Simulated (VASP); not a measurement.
Input of a VASP 6.6.1 run:

POSCAR

```
Nb
1.0
    0.0000000000      2.1784500000      2.1150000000
    2.1784500000      0.0000000000      2.1150000000
    2.1784500000      2.1784500000      0.0000000000
Nb
1
Direct
    0.0000000000      0.0000000000      0.0000000000
```

Contents of INCAR.step1:

```
ALGO = Normal
EDIFF = 1E-4
ENCUT = 520
GGA = PE
ISMEAR = 0
LASPH = True
LCHARG = False
LREAL = False
LWAVE = True
NBANDS = 12
NELM = 100
PREC = Accurate
SIGMA = 0.15
```

The input INCAR.step2:

```
ALGO = Normal
EDIFF = 1E-6
ENCUT = 520
ISIF = 2
ISMEAR = 0
ISTART = 1
LASPH = True
LCHARG = False
LMIXTAU = True
LREAL = False
LWAVE = False
METAGGA = R2SCAN
NBANDS = 12
NELM = 100
PREC = Accurate
SIGMA = 0.15
```

KPOINTS

```
k-points
0
Gamma
  20 20 20
```

Potentials or basis: VASP PAW PBE potentials, release 64 (Nb_sv).

The run is started by

```bash
$ cat potpaw_PBE.64/Nb_sv/POTCAR > POTCAR
$ cp INCAR.step1 INCAR
$ mpirun -np 1 vasp_std > vasp.out
$ cp INCAR.step2 INCAR
$ mpirun -np 1 vasp_std > vasp.out
```

Problem. Estimate the pressure.

Solution. -10.9 GPa.

Stress tensor (GPa, compression positive):
```
 -8.80   0.00   0.00
  0.00  -8.80   0.00
  0.00   0.00 -15.04
```

Caveat: the cell differs from its parent crystal (strain +0.030 along x and y, +0.000 along z); the PAW data sets were made with another functional, which shifts forces and pressure a little.
